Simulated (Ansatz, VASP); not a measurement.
**Sr3Ta2O: VASP beside Ansatz**

Contents of INCAR:

```
ALGO = Normal
EDIFF = 1E-6
ENCUT = 700
GGA = PE
GGA_COMPAT = False
ISIF = 2
ISMEAR = 0
LASPH = True
LCHARG = False
LREAL = False
LWAVE = False
NBANDS = 40
NELM = 120
PREC = Accurate
SIGMA = 0.1
```

KPOINTS

```
k-points
0
Gamma
  4 4 2
```

The input POSCAR:

```
Sr3Ta2O
1.0
    3.7627580700      0.0000000000      0.0000000000
    0.0000000000      3.7627580700      0.0000000000
    0.0000000000      0.0000000000      8.1893338100
Sr Ta O
3 2 1
Direct
    0.5000000000      0.0000000000      0.9983087800
    0.0000000000      0.5000000000      0.9983087800
    0.0000000000      0.0000000000      0.3792572600
    0.5000000000      0.5000000000      0.2665635600
    0.0000000000      0.0000000000      0.7339377400
    0.5000000000      0.5000000000      0.6236239100
```

Input for Ansatz:

```yaml
crystal:
  lattice:
    - [3.76275807, 0.0, 0.0]
    - [0.0, 3.76275807, 0.0]
    - [0.0, 0.0, 8.18933381]
  atoms:
    - { symbol: Sr, position: [0.5, 0.0, 0.99830878] }
    - { symbol: Sr, position: [0.0, 0.5, 0.99830878] }
    - { symbol: Sr, position: [0.0, 0.0, 0.37925726] }
    - { symbol: Ta, position: [0.5, 0.5, 0.26656356] }
    - { symbol: Ta, position: [0.0, 0.0, 0.73393774] }
    - { symbol: O, position: [0.5, 0.5, 0.62362391] }
basis:
  ecutwfc: 420
kpoints:
  mp_grid: { grid: [4, 4, 2] }
hamiltonian:
  xc: pbe
scf:
  occupations: { method: gaussian, width: 0.1 }
  lower_state_search: "off"
output:
  forces: true
  stress: true
  eigenvalues: true
```

Change from the starting cell: species swapped into the Zr2P3S type (P4mm, No. 99).

Alike in both runs: task single point; functional PBE; k mesh 4 × 4 × 2; occupations gaussian, width 0.1 eV; no spin polarisation.

```csv
,VASP,Ansatz
version,VASP 6.6.1,Ansatz 0.2.0
potentials or method,"VASP PAW PBE potentials, release 64 (Sr_sv, Ta_sv_GW, O), cutoff 700 eV","scalar-relativistic, plane waves, PAW"
valence electrons in the cell,62,62
```

```csv
,VASP,Ansatz,Ansatz less VASP
gap on the k mesh at the Fermi level (eV),none,none,-
pressure (GPa),24.8,23.9,-0.82
"traceless stress, the component that is largest in VASP (GPa)",2.33,2.62,+0.290
rms of the force components (eV/Å),1.133,1.115,-0.0182
```

Atom by atom the forces differ by 0.020 eV/Å (rms over components). A gap of «none» marks a metal or a gap that the smearing closes.

The k mesh is coarse, so the values compare programs but aren't converged. Spin-orbit coupling is off throughout.
